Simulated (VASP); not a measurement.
# HfO2 (Fm-3m) in VASP: further runs

HfO2 is run at these levels: PBE; tasks: vibrations by perturbation theory.

Program: VASP 6.6.1. These are calculated values, not measurements. Logs are shortened: lines on timing, memory, paths and dates and some standing lists are left out, and cuts for length are marked.

### Step 1. The cell of the first run

It takes space group Fm-3m (No. 225, cubic). The conventional cell has a = 5.098 Å, b = 5.098 Å, c = 5.098 Å, α = 90.00°, β = 90.00°, γ = 90.00°. Within 2.9 Å of Hf (site symmetry m-3m) lie 8 O at 2.21 Å. Within 2.9 Å of O (site symmetry -43m) lie 4 Hf at 2.21 Å and 6 O at 2.55 Å.

### Step 2. Vibrations by perturbation theory, PBE

File INCAR:

```
PREC     = Accurate       # precision mode
ENCUT    = 520            # plane-wave cutoff, eV
EDIFF    = 1E-8           # SCF threshold, eV
ISMEAR   = 0              # smearing method
SIGMA    = 0.01           # smearing width, eV
LREAL    = F              # projectors in reciprocal space
LASPH    = T              # aspherical terms in the spheres
NELM     = 80             # most SCF steps
ALGO     = Normal         # electronic algorithm
ISIF     = 2              # what is computed and relaxed
LWAVE    = F              # write WAVECAR
LCHARG   = F              # write CHGCAR
GGA      = PE             # functional
NBANDS   = 18             # bands
IBRION   = 8              # ionic algorithm
NSW      = 1              # ionic steps
LEPSILON = T              # dielectric tensor by DFPT
```

File KPOINTS:

```
Automatic mesh
0
Gamma
  8 8 8
```

File POSCAR:

```
HfO2
1.0
    0.0000000000      2.5488057613      2.5488057613
    2.5488057613      0.0000000000      2.5488057613
    2.5488057613      2.5488057613      0.0000000000
Hf O
1 2
Direct
    0.0000000000      0.0000000000      0.0000000000
    0.2500000000      0.2500000000      0.2500000000
    0.7500000000      0.7500000000      0.7500000000
```

Potentials or basis: VASP PAW PBE potentials, release 64 (Hf_pv, O).

Launch:

```console
cat potpaw_PBE.64/Hf_pv/POTCAR potpaw_PBE.64/O/POTCAR > POTCAR
mpirun -np 1 vasp_std > vasp.out
```

OUTCAR:

```text
PREC = Accurate
   ENCUT = 520
   EDIFF = 1E-8
   ISMEAR = 0
   LREAL = F
   LASPH = T
   NELM = 80
   ISIF = 2
   GGA = PE
   IBRION = 8
   NSW = 1
   LEPSILON = T

 ion  position               nearest neighbor table
   1  0.000  0.000  0.000-   3 2.21   3 2.21   3 2.21   2 2.21   2 2.21   2 2.21   3 2.21   2 2.21

   2  0.250  0.250  0.250-   1 2.21   1 2.21   1 2.21   1 2.21
   3  0.750  0.750  0.750-   1 2.21   1 2.21   1 2.21   1 2.21

  LATTYP: Found a face centered cubic cell.
 ALAT       =     5.0976115226

  Lattice vectors:

 A1 = (   0.0000000000,   2.5488057613,   2.5488057613)
 A2 = (   2.5488057613,   0.0000000000,   2.5488057613)
 A3 = (   2.5488057613,   2.5488057613,   0.0000000000)

Analysis of symmetry for initial positions (statically):
=====================================================================
 Subroutine PRICEL returns:
 Original cell was already a primitive cell.

 Routine SETGRP: Setting up the symmetry group for a
 face centered cubic supercell.

 Subroutine GETGRP returns: Found 48 space group operations
 (whereof 48 operations were pure point group operations)
 out of a pool of 48 trial point group operations.

The static configuration has the point symmetry O_h .

Analysis of symmetry for dynamics (positions and initial velocities):
=====================================================================
 Subroutine PRICEL returns:
 Original cell was already a primitive cell.

 Routine SETGRP: Setting up the symmetry group for a
 face centered cubic supercell.

 Subroutine GETGRP returns: Found 48 space group operations
 (whereof 48 operations were pure point group operations)
 out of a pool of 48 trial point group operations.

The dynamic configuration has the point symmetry O_h .
[... 754 lines left out ...]
          XX          YY          ZZ          XY          YZ          ZX
  --------------------------------------------------------------------------------
  x     0.00000     0.00000     0.00000     0.00000     0.00000     0.00000
  y     0.00000     0.00000     0.00000     0.00000     0.00000     0.00000
  z     0.00000     0.00000     0.00000     0.00000     0.00000     0.00000

 PIEZOELECTRIC TENSOR (including local field effects)  for field in x, y, z        (C/m^2)
          XX          YY          ZZ          XY          YZ          ZX
  --------------------------------------------------------------------------------
  x     0.00000     0.00000     0.00000     0.00000     0.00000     0.00000
  y     0.00000     0.00000     0.00000     0.00000     0.00000     0.00000
  z     0.00000     0.00000     0.00000     0.00000     0.00000     0.00000

 BORN EFFECTIVE CHARGES (including local field effects) (in |e|, cummulative output)
 ---------------------------------------------------------------------------------
 ion    1
    1     5.51135     0.00000     0.00000
    2     0.00000     5.51135     0.00000
    3     0.00000     0.00000     5.51135
 ion    2
    1    -2.75567     0.00000     0.00000
    2     0.00000    -2.75567     0.00000
    3     0.00000     0.00000    -2.75567
 ion    3
    1    -2.75567     0.00000     0.00000
    2     0.00000    -2.75567     0.00000
    3     0.00000     0.00000    -2.75567

 INTERNAL STRAIN TENSOR FOR ION    3 for displacements in x,y,z  (eV/Angst):
          X           Y           Z          XY          YZ          ZX
  --------------------------------------------------------------------------------
  x    -0.00000     0.00000    -0.00000     0.00000     6.06420     0.00000
  y     0.00000    -0.00000    -0.00000     0.00000     0.00000     6.06420
  z     0.00000    -0.00000    -0.00000     6.06420     0.00000     0.00000

 SECOND DERIVATIVES (NOT SYMMETRIZED)
 ------------------------------------
               1X          1Y          1Z          2X          2Y          2Z          3X          3Y          3Z
  1X    -4.353885    0.000000    0.000000    2.176942    0.000000    0.000000    2.176942    0.000000    0.000000
  1Y     0.000000   -4.353885    0.000000    0.000000    2.176942    0.000000    0.000000    2.176942    0.000000
  1Z     0.000000    0.000000   -4.353885    0.000000    0.000000    2.176942    0.000000    0.000000    2.176942
  2X     2.165760    0.000000    0.000000  -10.275797    0.000000    0.000000    8.110037    0.000000    0.000000
  2Y     0.000000    2.165760   -0.000000    0.000000  -10.275797    0.000000    0.000000    8.110037    0.000000
  2Z     0.000000   -0.000000    2.165760    0.000000    0.000000  -10.275797    0.000000    0.000000    8.110037
  3X     2.165760    0.000000    0.000000    8.110037    0.000000    0.000000  -10.275797    0.000000    0.000000
  3Y     0.000000    2.165760   -0.000000    0.000000    8.110037    0.000000    0.000000  -10.275797    0.000000
  3Z     0.000000   -0.000000    2.165760    0.000000    0.000000    8.110037    0.000000    0.000000  -10.275797

 Eigenvectors and eigenvalues of the dynamical matrix
 ----------------------------------------------------

   1 f  =   16.758394 THz   105.296095 2PiTHz  558.999856 cm-1    69.307118 meV
             X         Y         Z           dx          dy          dz
      0.000000  0.000000  0.000000     0.000000    0.000000   -0.000000
      1.274403  1.274403  1.274403     0.707059   -0.008222    0.000000
      3.823209  3.823209  3.823209    -0.707059    0.008222    0.000000
[... 43 lines left out ...]
   9 f/i=    0.005787 THz     0.036361 2PiTHz    0.193036 cm-1     0.023933 meV
             X         Y         Z           dx          dy          dz
      0.000000  0.000000  0.000000     0.312085   -0.865330    0.033383
      1.274403  1.274403  1.274403     0.093680   -0.259749    0.010021
      3.823209  3.823209  3.823209     0.093680   -0.259749    0.010021

--------------------------------------------------------------------------------------------------------

 MACROSCOPIC STATIC DIELECTRIC TENSOR IONIC CONTRIBUTION
 ------------------------------------------------------
          38.186291     0.000000     0.000000
           0.000000    38.186291     0.000000
          -0.000000     0.000000    38.186291
 ------------------------------------------------------

 ELASTIC MODULI CONTR FROM IONIC RELAXATION (kBar)
 Direction    XX          YY          ZZ          XY          YZ          ZX
 --------------------------------------------------------------------------------
 XX          -0.0000      0.0000     -0.0000     -0.0000      0.0000     -0.0000
 YY           0.0000     -0.0000     -0.0000      0.0000     -0.0000      0.0000
 ZZ          -0.0000     -0.0000     -0.0000      0.0000      0.0000      0.0000
 XY          -0.0000      0.0000      0.0000   -193.5368      0.0000     -0.0000
 YZ           0.0000     -0.0000      0.0000      0.0000   -193.5368     -0.0000
 ZX          -0.0000      0.0000      0.0000     -0.0000     -0.0000   -193.5368
 --------------------------------------------------------------------------------

 PIEZOELECTRIC TENSOR IONIC CONTR  for field in x, y, z        (C/m^2)
          XX          YY          ZZ          XY          YZ          ZX
  --------------------------------------------------------------------------------
  x     0.00000     0.00000     0.00000     0.00000    -0.00000    -0.00000
  y    -0.00000     0.00000     0.00000    -0.00000     0.00000    -0.00000
  z     0.00000    -0.00000    -0.00000     0.00000    -0.00000     0.00000
```

stdout:

```text
POSCAR found type information on POSCAR HfO
 POSCAR found :  2 types and       3 ions
 scaLAPACK will be used
 LDA part: xc-table for (Slater+PW92), standard interpolation
 POSCAR, INCAR and KPOINTS ok, starting setup
 FFT: planning ... GRIDC
 FFT: planning ... GRID_SOFT
 FFT: planning ... GRID
 WAVECAR not read
 entering main loop
[... 23 lines left out ...]
  Direction:   3
 dielectric tensor                  component  3 :     0.004     0.034     5.263
 Linear response DOF=           2
 Linear response progress:
 first order change of Fermi-energy  -0.29331E-03
 force on displaced ion       1 direction 1 :  -4.354   0.000   0.000
 Born effective charge ion    1 direction 1 :   5.511   0.000   0.000
 Linear response progress:
 first order change of Fermi-energy  -0.28507E-04
 force on displaced ion       2 direction 1 : -10.276   0.000   0.000
 Born effective charge ion    2 direction 1 :  -2.756   0.000   0.000
 Born effective charges drift removed
 Linear response finished
```

Run time: 3.9 min. Hardware: 1 thread of Intel Xeon Platinum 8559C (Emerald Rapids), shared host; peak memory 0.3 GiB.

What came out:

```
Electronic dielectric tensor (diagonal)                 : 5.26
Born charges (mean of the diagonal)                     : Hf +5.51; O -2.76 e
Highest phonon frequency at Γ, LO-TO splitting left out : 559 cm⁻¹
```

Phonon frequencies in cm⁻¹ (negative: imaginary):
```tsv
q point	frequencies
(0.000, 0.000, 0.000)	0 0 0 208 208 208 559 559 559
```

Electronic dielectric tensor:
```
5.26 0.00 0.00
0.00 5.26 0.00
0.00 0.00 5.26
```

Born effective charge tensors (e):
atom 1, Hf
```
5.51 0.00 0.00
0.00 5.51 0.00
0.00 0.00 5.51
```
atom 2, O
```
-2.76  0.00  0.00
 0.00 -2.76  0.00
 0.00  0.00 -2.76
```
atom 3, O
```
-2.76  0.00  0.00
 0.00 -2.76  0.00
 0.00  0.00 -2.76
```

Caveat: the cell wasn't relaxed at this level first, which shifts response properties; spin-orbit coupling is left out, which moves the levels of the heavy elements.

[end of part 1 of 2]
